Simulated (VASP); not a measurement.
# Au (Fm-3m) in VASP: a series of runs

Runs on Au. Level: PBE. Tasks: single point, relaxation of cell and atoms.

All numbers are computed with VASP 6.6.1; they aren't measurements. Logs are shortened: lines on timing, memory, paths and dates and some standing lists are left out, and cuts for length are marked.

## 1. The cell of the first run

Symmetry: Fm-3m, No. 225, cubic system. The conventional cell has a = 4.158 Å, b = 4.158 Å, c = 4.158 Å, α = 90.00°, β = 90.00°, γ = 90.00°. Au (site symmetry m-3m) has 12 Au at 2.94 Å within 3.9 Å.

## 2. Single point, PBE

File INCAR:

```
  PREC = Accurate
  ENCUT = 520
  EDIFF = 1E-7
  ISMEAR = 0
  SIGMA = 0.1
  LREAL = False
  LASPH = True
  NELM = 80
  ALGO = Normal
  ISIF = 2
  LWAVE = False
  LCHARG = True
  GGA = PE
  LELF = True
  LVHAR = True
  NBANDS = 12
```

File KPOINTS:

```
regular mesh
0
Gamma
  18 18 18
```

File POSCAR:

```
Au
1.0
    0.0000000000      2.0790388756      2.0790388756
    2.0790388756      0.0000000000      2.0790388756
    2.0790388756      2.0790388756      0.0000000000
Au
1
Direct
    0.0000000000      0.0000000000      0.0000000000
```

Potentials or basis: VASP PAW PBE potentials, release 64 (Au).

The run is started by

```
> cat potpaw_PBE.64/Au/POTCAR > POTCAR
> mpirun -np 1 vasp_std > vasp.out
```

OUTCAR:

```text
PREC = Accurate
   ENCUT = 520
   EDIFF = 1E-7
   ISMEAR = 0
   LREAL = False
   LASPH = True
   NELM = 80
   ISIF = 2
   GGA = PE

 ion  position               nearest neighbor table
   1  0.000  0.000  0.000-

  LATTYP: Found a face centered cubic cell.
 ALAT       =     4.1580777512

  Lattice vectors:

 A1 = (   0.0000000000,   2.0790388756,   2.0790388756)
 A2 = (   2.0790388756,   0.0000000000,   2.0790388756)
 A3 = (   2.0790388756,   2.0790388756,   0.0000000000)

Analysis of symmetry for initial positions (statically):
=====================================================================
 Subroutine PRICEL returns:
 Original cell was already a primitive cell.

 Routine SETGRP: Setting up the symmetry group for a
 face centered cubic supercell.

 Subroutine GETGRP returns: Found 48 space group operations
 (whereof 48 operations were pure point group operations)
 out of a pool of 48 trial point group operations.

The static configuration has the point symmetry O_h .

Analysis of symmetry for dynamics (positions and initial velocities):
=====================================================================
 Subroutine PRICEL returns:
 Original cell was already a primitive cell.

 Routine SETGRP: Setting up the symmetry group for a
 face centered cubic supercell.

 Subroutine GETGRP returns: Found 48 space group operations
 (whereof 48 operations were pure point group operations)
 out of a pool of 48 trial point group operations.

The dynamic configuration has the point symmetry O_h .

 Subroutine INISYM returns: Found 48 space group operations
 (whereof 48 operations are pure point group operations),
 and found     1 'primitive' translations

----------------------------------------------------------------------------------------

                                     Primitive cell

  volume of cell :      17.9729

  direct lattice vectors                    reciprocal lattice vectors
     0.000000000  2.079038876  2.079038876    -0.240495743  0.240495743  0.240495743
     2.079038876  0.000000000  2.079038876     0.240495743 -0.240495743  0.240495743
     2.079038876  2.079038876  0.000000000     0.240495743  0.240495743 -0.240495743

  length of vectors
     2.940204975  2.940204975  2.940204975     0.416550847  0.416550847  0.416550847

  position of ions in fractional coordinates (direct lattice)
     0.000000000  0.000000000  0.000000000

  ion indices of the primitive-cell ions
   primitive index   ion index
                 1           1

[... 76 lines left out ...]
   NFREE  =      0    steps in history (QN), initial steepest desc. (CG)
   ISIF   =      2    stress and relaxation
   ISYM   =      2    0-nonsym 1-usesym 2-fastsym
   POTIM  = 0.5000    time-step for ionic-motion
   TEBEG  =    0.0;   TEEND  =   0.0 temperature during run
   PSTRESS=    0.0 pullay stress
   NELECT =      11.0000    total number of electrons
   NUPDOWN=      -1.0000    fix difference up-down
   EMIN   =  10.00;   EMAX   =-10.00  energy-range for DOS
   EFERMI =   0.00;   METHOD = LEGACY
   ISMEAR =     0;   SIGMA  =   0.10  broadening in eV -4-tet -1-fermi 0-gaus
   EFERMI_NEDOS =   21; number of points for ismear=-14 and -15
   IALGO  =     38    algorithm
   IMIX   =      4    mixing-type and parameters
     AMIX     =   0.40;   BMIX     =  1.00
     AMIX_MAG =   1.60;   BMIX_MAG =  1.00
  volume/ion in A,a.u.               =      17.97       121.29
  Fermi-wavevector in a.u.,A,eV,Ry     =   1.389952  2.626628 26.285999  1.931966
  Thomas-Fermi vector in A             =   2.513934
   LORBIT       =      0    0 simple, 1 ext, 2 COOP (PROOUT), +10 PAW based schemes
   GGA     = PE    functional components
   LHFCALC =     F    Hartree Fock is set to
   AEXX    =    0.0000 exact exchange contribution
   IVDW    =     0    specifies the selected vdW correction
   LEPSILON=     F    determine dielectric tensor
   LRPA    =     F    only Hartree local field effects (RPA)
 non-spin polarized calculation
 Gauss-broadening in eV      SIGMA  =   0.10
  energy-cutoff  :      520.00
  volume of cell :       17.97
 maximum number of plane-waves:       531
 NGX is ok and might be reduce to    24
   NGX = 11   NGY = 11   NGZ = 11

 number of electron      11.0000001 magnetization

 Free energy of the ion-electron system (eV)
  ---------------------------------------------------
  ext. energy  EPLUGINS =         0.00000000
  ---------------------------------------------------
  free energy    TOTEN  =        -3.22236193 eV

  energy without entropy =       -3.22109556  energy(sigma->0) =       -3.22172875

 E-fermi :   8.5641     XC(G=0): -12.4000

 val. band max:        8.5488139308   @ k =   0.5000   0.2778   0.1111
 cond. band min:       8.5931189395   @ k =   0.5000   0.1667   0.0556
 fundamental gap:      0.0443050087
 Fermi energy:         8.5641347355

 k-point     1 :       0.0000    0.0000    0.0000
  band No.  band energies     occupation
      1      -0.6937      2.00000
      2       4.1956      2.00000
      3       4.1956      2.00000
      4       4.1956      2.00000
      5       5.5739      2.00000
      6       5.5739      2.00000
      7      23.1936      0.00000
      8      26.8867      0.00000
      9      26.8867      0.00000
     10      26.8867      0.00000
     11      31.6253      0.00000
     12      35.7050      0.00000
[... 331 lines left out ...]
 k-point    24 :      -0.2222    0.0556    0.0000
  band No.  band energies     occupation
      1       1.0271      2.00000
      2       3.9666      2.00000
      3       4.4786      2.00000
      4       4.5107      2.00000
      5       5.4948      2.00000
      6       5.9329      2.00000
      7      19.8456      0.00000
      8      24.1035      0.00000
      9      26.6301      0.00000
     10      29.0675      0.00000
     11      29.3850      0.00000
     12      30.9393      0.00000

 [... further k-points ...]
[... 5 lines left out ...]
  --------------------------------------------------------------------------------------
  -------------------------------------------------------------------------------------
  Total       -0.0291302     -0.0291302     -0.0291302     -0.0000000      0.0000000     -0.0000000
  in kB       -2.5967831     -2.5967831     -2.5967831     -0.0000000      0.0000000     -0.0000000
  external PRESSURE =      -2.5967831 kB  Pullay stress =       0.0000000 kB

 VOLUME and BASIS-vectors are now :
 -----------------------------------------------------------------------------
  energy-cutoff  :      520.00
  volume of cell :       17.97
      direct lattice vectors                 reciprocal lattice vectors
     0.000000000  2.079038876  2.079038876    -0.240495743  0.240495743  0.240495743
     2.079038876  0.000000000  2.079038876     0.240495743 -0.240495743  0.240495743
     2.079038876  2.079038876  0.000000000     0.240495743  0.240495743 -0.240495743

 POSITION                                       TOTAL-FORCE (eV/Angst)
 -----------------------------------------------------------------------------------
      0.00000      0.00000      0.00000        -0.000000     -0.000000     -0.000000
 -----------------------------------------------------------------------------------
    total drift:                                0.000000     -0.000000     -0.000000

  FREE ENERGIE OF THE ION-ELECTRON SYSTEM (eV)
  ---------------------------------------------------
  free  energy   TOTEN  =        -3.2223619343 eV

  energy  without entropy=       -3.2210955636  energy(sigma->0) =       -3.22172875
```

Wall time 23 s (1 thread of AMD EPYC 9R45 (Zen 5), shared host); peak memory 0.14 GiB.

What came out:

```
Free energy : -3.2224 eV
Pressure    : -0.3 GPa
```

Caveat: spin-orbit coupling is left out, which moves the levels of the heavy elements.

## 3. Relaxation of cell and atoms, PBE

This run uses another cell than the first one, of 18.07 Å³/atom, 1.005 times its volume.

File INCAR:

```
SYSTEM = Au
PREC     = Accurate       ! precision mode
ENCUT    = 600            ! plane-wave cutoff, eV
EDIFF    = 1E-6           ! SCF threshold, eV
ISMEAR   = 0              ! smearing method
SIGMA    = 0.1            ! smearing width, eV
LREAL    = .FALSE.        ! projectors in reciprocal space
LASPH    = .TRUE.         ! aspherical terms in the spheres
NELM     = 100            ! most SCF steps
ALGO     = Normal         ! electronic algorithm
ISIF     = 3              ! what is computed and relaxed
LWAVE    = .FALSE.        ! write WAVECAR
LCHARG   = .FALSE.        ! write CHGCAR
GGA      = PE             ! functional
IBRION   = 2              ! ionic algorithm
NSW      = 100            ! ionic steps
EDIFFG   = -0.005         ! ionic threshold
```

File KPOINTS:

```
Automatic mesh
0
G
  18 18 18
  0 0 0
```

File POSCAR:

```
Au
1.0
    0.0000000000      2.0826515435      2.0826515435
    2.0826515435      0.0000000000      2.0826515435
    2.0826515435      2.0826515435      0.0000000000
Au
1
Direct
    0.0000000000      0.0000000000      0.0000000000
```

Potentials or basis: VASP PAW PBE potentials, release 64 (Au).

The run is started by

```
> cat potpaw_PBE.64/Au/POTCAR > POTCAR
> mpirun -np 1 vasp_std > vasp.out
```

OUTCAR:

```text
SYSTEM = Au
   PREC = Accurate
   ENCUT = 600
   EDIFF = 1E-6
   ISMEAR = 0
   LREAL = .FALSE.
   LASPH = .TRUE.
   NELM = 100
   ISIF = 3
   GGA = PE
   IBRION = 2
   NSW = 100
   EDIFFG = -0.005

 ion  position               nearest neighbor table
   1  0.000  0.000  0.000-

  LATTYP: Found a face centered cubic cell.
 ALAT       =     4.1653030870

  Lattice vectors:

 A1 = (   0.0000000000,   2.0826515435,   2.0826515435)
 A2 = (   2.0826515435,   0.0000000000,   2.0826515435)
 A3 = (   2.0826515435,   2.0826515435,   0.0000000000)

Analysis of symmetry for initial positions (statically):
=====================================================================
 Subroutine PRICEL returns:
 Original cell was already a primitive cell.
[... 246 lines left out ...]

  energy without entropy =       -3.22102918  energy(sigma->0) =       -3.22166333

 E-fermi :   8.5847     XC(G=0): -12.4075

 val. band max:        8.5697108984   @ k =   0.5000   0.2778   0.1111
 cond. band min:       8.6130363072   @ k =   0.5000   0.1667   0.0556
 fundamental gap:      0.0433254088
 Fermi energy:         8.5846755573

 k-point     1 :       0.0000    0.0000    0.0000
  band No.  band energies     occupation
      1      -0.6865      2.00000
      2       4.2093      2.00000
      3       4.2093      2.00000
      4       4.2093      2.00000
      5       5.5907      2.00000
      6       5.5907      2.00000
      7      23.2121      0.00000
      8      26.9128      0.00000
      9      26.9128      0.00000
[... 265 lines left out ...]
 k-point    24 :      -0.2222    0.0556    0.0000
  band No.  band energies     occupation
      1       1.0361      2.00000
      2       3.9793      2.00000
      3       4.4926      2.00000
      4       4.5250      2.00000
      5       5.5112      2.00000
      6       5.9502      2.00000
      7      19.8741      0.00000
      8      24.1263      0.00000
      9      26.6627      0.00000

 [... further k-points ...]
[... 5 lines left out ...]
  --------------------------------------------------------------------------------------
  -------------------------------------------------------------------------------------
  Total        0.0018687      0.0018687      0.0018687      0.0000000      0.0000000     -0.0000000
  in kB        0.1667981      0.1667981      0.1667981      0.0000000      0.0000000     -0.0000000
  external PRESSURE =       0.1667981 kB  Pullay stress =       0.0000000 kB
[... 16 lines left out ...]
  FREE ENERGIE OF THE ION-ELECTRON SYSTEM (eV)
  ---------------------------------------------------
  free  energy   TOTEN  =        -3.2222974820 eV

  energy  without entropy=       -3.2210291801  energy(sigma->0) =       -3.22166333

 reached required accuracy - stopping structural energy minimisation
```

CONTCAR:

```text
Au
   1.00000000000000
    -0.0000000000000000    2.0781603479922746    2.0781603479922746
     2.0781603479922746    0.0000000000000000    2.0781603479922746
     2.0781603479922746    2.0781603479922746   -0.0000000000000000
  Au
     1
Direct
     0.0000000000000000    0.0000000000000000    0.0000000000000000

  0.00000000E+00  0.00000000E+00  0.00000000E+00
```

Wall time 36 s (1 thread of AMD EPYC 9R45 (Zen 5), shared host); peak memory 0.15 GiB.

What came out:

- Free energy: -3.2223 eV
- Relaxed volume: 17.95 Å³/atom
- Relaxed cell: a = 2.939 Å, b = 2.939 Å, c = 2.939 Å, α = 60.00°, β = 60.00°, γ = 60.00°
- Space group after relaxing (to 0.05 Å): Fm-3m (No. 225)
- Energy gained by relaxing: 0.3 meV/atom
- Ionic steps: 3
- Pressure after relaxing: 0.0 GPa

Step by step:
```tsv
step	energy change (eV)	largest force (eV/Å)	pressure (GPa)	volume (Å³)
1	0.0000	0.0000	-0.89	18.07
2	0.0002	0.0000	1.18	17.80
3	-0.0003	0.0000	0.02	17.95
```

Final structure:
```
CELL_PARAMETERS angstrom
0.00000 2.07816 2.07816
2.07816 0.00000 2.07816
2.07816 2.07816 0.00000
ATOMIC_POSITIONS crystal
Au 0.00000 0.00000 0.00000
```

Caveat: spin-orbit coupling is left out, which moves the levels of the heavy elements.

## 4. Single point, PBE

This run uses another cell than the first one, of 18.07 Å³/atom, 1.005 times its volume.

File INCAR:

```
SYSTEM = Au
ALGO     = Normal         ! electronic algorithm
EDIFF    = 1E-6           ! SCF threshold, eV
ENCUT    = 500            ! plane-wave cutoff, eV
GGA      = PE             ! functional
GGA_COMPAT= .FALSE.      
ISIF     = 2              ! what is computed and relaxed
ISMEAR   = 0              ! smearing method
LASPH    = .TRUE.         ! aspherical terms in the spheres
LCHARG   = .FALSE.        ! write CHGCAR
LREAL    = .FALSE.        ! projectors in reciprocal space
LWAVE    = .FALSE.        ! write WAVECAR
NBANDS   = 12             ! bands
NELM     = 120            ! most SCF steps
PREC     = Accurate       ! precision mode
SIGMA    = 0.1            ! smearing width, eV
```

File KPOINTS:

```
k-points
0
G
  8 8 8
  0 0 0
```

File POSCAR:

```
Au
1.0
    0.0000000000      2.0826515431      2.0826515431
    2.0826515431      0.0000000000      2.0826515431
    2.0826515431      2.0826515431      0.0000000000
Au
1
Direct
    0.0000000000      0.0000000000      0.0000000000
```

The run is started by

```
> cat potpaw_PBE.64/Au/POTCAR > POTCAR
> mpirun -np 1 vasp_std > vasp.out
```

Wall time 3.6 s (1 thread of Intel Xeon 6975P-C (Granite Rapids), shared host); peak memory 0.14 GiB.

It converged, with:

| Property | Result |
| --- | --- |
| Free energy | -3.1881 eV |
| Pressure | -0.2 GPa |

Levels at points of the mesh, in eV from the Fermi level:
```
           k point  band 4  band 5  band 6  band 7  band 8  band 9
(0.00, 0.00, 0.00)   -4.28   -2.92   -2.92   14.69   18.35   18.35
(0.50, 0.00, 0.00)   -1.83   -1.83   -0.59    2.87   14.12   16.79
(0.50, 0.50, 0.00)   -1.54   -1.54    1.29    5.42    9.94    9.94
```

Caveat: spin-orbit coupling is left out, which moves the levels of the heavy elements.

## 5. Overview

```tsv
task	cell	k mesh	cutoff (eV)	gap on the mesh (eV)	pressure (GPa)
single point	a = 2.940 Å, angles 60.0°, 1 atom	18 × 18 × 18	520	none	-0.3
relaxation of cell and atoms	relaxed from a = 2.945 Å, angles 60.0°, 1 atom	18 × 18 × 18	600	none	0.0
single point	a = 2.945 Å, angles 60.0°, 1 atom	8 × 8 × 8	500	none	-0.2
```

Alike in all rows: level PBE; potentials or basis VASP PAW PBE potentials, release 64 (Au); no spin polarisation; smearing gaussian 0.1 eV.

Caveats: spin-orbit coupling is left out, which moves the levels of the heavy elements.

Absolute energies hang on the potentials; compare differences alone.
